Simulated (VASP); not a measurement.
Input of a VASP 6.6.1 run:

Contents of INCAR:

```
PREC = Accurate
ENCUT = 910
EDIFF = 1E-6
ISMEAR = 0
SIGMA = 0.1
LREAL = F
LASPH = T
NELM = 120
ALGO = Normal
ISIF = 2
LWAVE = F
LCHARG = T
GGA = PE
LELF = T
LVHAR = T
NBANDS = 40
GGA_COMPAT = F
```

Contents of KPOINTS:

```
regular mesh
0
Gamma
  2 2 6
```

POSCAR

```
CaInC4N4
1.0
    8.2241989617      0.0000000000      0.0000000000
    0.0000000000      8.2241989617      0.0000000000
    0.0000000000      0.0000000000      3.7682646739
Ca In C N
1 1 4 4
Direct
    0.0000000000      0.0000000000      0.0000000000
    0.5000000000      0.5000000000      0.0000000000
    0.2136291130      0.7863708870      0.0000000000
    0.7863708870      0.2136291130      0.0000000000
    0.2136291130      0.2136291130      0.0000000000
    0.7863708870      0.7863708870      0.0000000000
    0.3141901574      0.6858098426      0.0000000000
    0.6858098426      0.3141901574      0.0000000000
    0.3141901574      0.3141901574      0.0000000000
    0.6858098426      0.6858098426      0.0000000000
```

Potentials or basis: VASP PAW PBE potentials, release 64 (Ca_sv, In_d, C_h, N_h).

The run is started by

```bash
$ cat potpaw_PBE.64/Ca_sv/POTCAR potpaw_PBE.64/In_d/POTCAR potpaw_PBE.64/C_h/POTCAR potpaw_PBE.64/N_h/POTCAR > POTCAR
$ mpirun -np 1 vasp_std > vasp.out
```

(1) What does it give for the band gap on the k mesh?

(2) Predict the largest force.

(3) Estimate the pressure.

## Answers

(1) zero (an odd number of electrons rules out a gap without spin polarisation).

(2) 0.011 eV/Å.

(3) 0.2 GPa.

Caveat: the k points lie up to 0.38 Å⁻¹ apart, too coarse for converged energies and pressures of a metal; the cutoff is under 1.25 times the usual one of these potentials, so pressure, stress and relaxed cells hold a basis-set (Pulay) error; spin-orbit coupling is left out, which moves the levels of the heavy elements.
